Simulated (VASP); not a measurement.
Be16Se5S11:

```
CELL_PARAMETERS angstrom
9.85631 0.00000 0.00000
0.00000 9.85631 0.00000
0.00000 0.00000 9.85631
ATOMIC_POSITIONS crystal
Be 0.99915 0.00294 0.00399
Be 0.99758 0.00089 0.49776
Be 0.00163 0.50038 0.00081
Be 0.00255 0.50076 0.49883
Be 0.49955 0.00001 0.00008
Be 0.50170 0.00000 0.50340
Be 0.50009 0.49841 0.00003
Be 0.50251 0.50001 0.50050
Be 0.25230 0.24944 0.00250
Be 0.25314 0.25141 0.50243
Be 0.24743 0.74886 0.00092
Be 0.24967 0.75193 0.49844
Be 0.75130 0.24860 0.00323
Be 0.74747 0.24666 0.49957
Be 0.74906 0.74831 0.00088
Be 0.75060 0.74713 0.50476
Be 0.24939 0.00148 0.25472
Be 0.24868 0.00408 0.75048
Be 0.24948 0.50046 0.24909
Be 0.25028 0.50002 0.75015
Be 0.74710 0.00197 0.24794
Be 0.75103 0.00201 0.74988
Be 0.74986 0.50125 0.25094
Be 0.74973 0.49844 0.75206
Be 0.00348 0.24860 0.24777
Be 0.99693 0.24780 0.75328
Be 0.00136 0.75086 0.24698
Be 0.00086 0.74904 0.75110
Be 0.49762 0.24905 0.25508
Be 0.49902 0.24746 0.74940
Be 0.50168 0.75302 0.25165
Be 0.50098 0.74501 0.75062
S 0.13050 0.12299 0.12662
S 0.12494 0.12520 0.62672
S 0.12443 0.62222 0.12829
S 0.61886 0.12632 0.62296
S 0.62524 0.62912 0.12345
S 0.37519 0.87536 0.12539
S 0.37186 0.87566 0.62614
S 0.87475 0.37425 0.12551
S 0.87625 0.87605 0.12243
S 0.87184 0.87476 0.62678
S 0.37327 0.12644 0.37715
S 0.37344 0.12443 0.87530
S 0.37545 0.62679 0.37490
S 0.87765 0.12131 0.37492
S 0.87576 0.12145 0.87804
S 0.87629 0.62534 0.37428
S 0.87426 0.62692 0.87598
S 0.12741 0.37574 0.37609
S 0.12609 0.37705 0.87657
S 0.12710 0.87564 0.37208
S 0.12695 0.87221 0.87921
S 0.62512 0.37458 0.87418
Se 0.12501 0.62450 0.62371
Se 0.62571 0.12502 0.12730
Se 0.62075 0.62561 0.62693
Se 0.37667 0.37646 0.12758
Se 0.37243 0.37475 0.62618
Se 0.87542 0.37855 0.62190
Se 0.37521 0.62644 0.87275
Se 0.62491 0.37625 0.37388
Se 0.62762 0.87478 0.38281
Se 0.62499 0.87253 0.87876
```

| Item | Value |
| --- | --- |
| Program | VASP 6.6.1 |
| Task | relaxation of volume and atoms at fixed shape |
| Functional | PBEsol |
| Potentials or basis | VASP PAW PBE potentials, release 64 (Be, S, Se) |
| Cutoff | 500 eV |
| k mesh | 1 × 1 × 1, shifted |
| Occupations | fermi-dirac, width 0.05 eV |
| Spin | no spin polarisation |

At the start: pressure 0.7 GPa; volume 14.96 Å³/atom.

Q: How do energy, volume and symmetry change on relaxing?

A: Over 10 steps the energy falls by 23.9 meV/atom and the volume is 15.00 Å³/atom (+0.2 %); space group P1 (No. 1, to 0.1 Å) before and after.

The path:
```csv
step,energy change (eV),largest force (eV/Å),pressure (GPa),volume (Å³)
1,0.0000,1.5614,0.72,957.51
2,-1.0862,0.5987,-0.50,966.90
3,-1.2203,0.5583,-1.00,971.73
4,-1.4404,0.2838,0.11,959.00
5,-1.4585,0.2109,0.56,954.22
6,-1.5079,0.1218,-0.01,959.98
7,-1.5107,0.1049,-0.18,961.69
8,-1.5232,0.0563,-0.03,960.12
9,-1.5248,0.0504,0.04,959.35
10,-1.5277,0.0280,0.01,959.68
```

Final structure:
```
Be S Se
1.0
     9.86375    0.00000    0.00000
     0.00000    9.86375    0.00000
     0.00000    0.00000    9.86375
Be S Se
32 22 10
Cartesian
  0.0010 0.0027 0.0149
  0.0201 9.8551 4.9351
  0.0139 4.9292 0.0183
  9.8605 4.9224 4.8307
  4.8249 9.8549 0.0097
  4.8831 0.0427 4.9938
  5.0357 4.9252 0.0163
  4.8777 4.9810 4.8847
  2.4114 2.4147 9.8326
  2.3900 2.4048 4.9001
  2.3934 7.4469 0.0695
  2.4980 7.4735 4.8822
  7.4650 2.5034 9.8362
  7.4015 2.3612 4.9339
  7.4515 7.3661 0.0552
  7.5132 7.3966 4.9415
  2.4473 9.8626 2.4767
  2.4379 9.8606 7.4013
  2.4051 4.9847 2.5023
  2.3949 4.8751 7.4578
  7.5024 9.8491 2.4638
  7.4520 0.0483 7.3675
  7.4610 4.9739 2.4130
  7.4102 4.9225 7.4984
  0.0085 2.4641 2.4516
  0.0512 2.4044 7.4455
  0.0162 7.4130 2.4652
  9.8185 7.4548 7.4628
  4.8689 2.4067 2.5283
  4.9809 2.4122 7.4580
  4.8976 7.3632 2.4133
  4.8679 7.4635 7.3498
  1.2258 1.2205 1.2415
  1.2245 1.2033 6.1768
  1.2058 6.1813 1.2566
  6.1709 1.2197 6.1907
  6.2018 6.1725 1.2407
  3.6572 8.6361 1.2600
  3.6619 8.6779 6.1634
  8.6669 3.7104 1.2279
  8.6766 8.6235 1.2388
  8.6648 8.6631 6.1779
  3.6542 1.2046 3.7300
  3.6662 1.2181 8.6283
  3.6727 6.2039 3.6757
  8.6794 1.2171 3.7008
  8.6638 1.2319 8.6466
  8.6666 6.1832 3.6626
  8.6524 6.1661 8.6804
  1.2244 3.6856 3.6754
  1.2041 3.6688 8.6689
  1.2314 8.6513 3.6901
  1.2179 8.6588 8.6611
  6.2012 3.6805 8.6592
  1.2169 6.1967 6.1565
  6.1783 1.2289 1.2329
  6.1825 6.1777 6.1785
  3.6753 3.7010 1.2429
  3.6824 3.6613 6.1751
  8.6512 3.6706 6.1795
  3.6810 6.1797 8.6709
  6.1863 3.7010 3.6903
  6.1740 8.6327 3.7144
  6.1782 8.6471 8.6414
```

Caveat: the PAW data sets were made with another functional, which shifts forces and pressure a little.
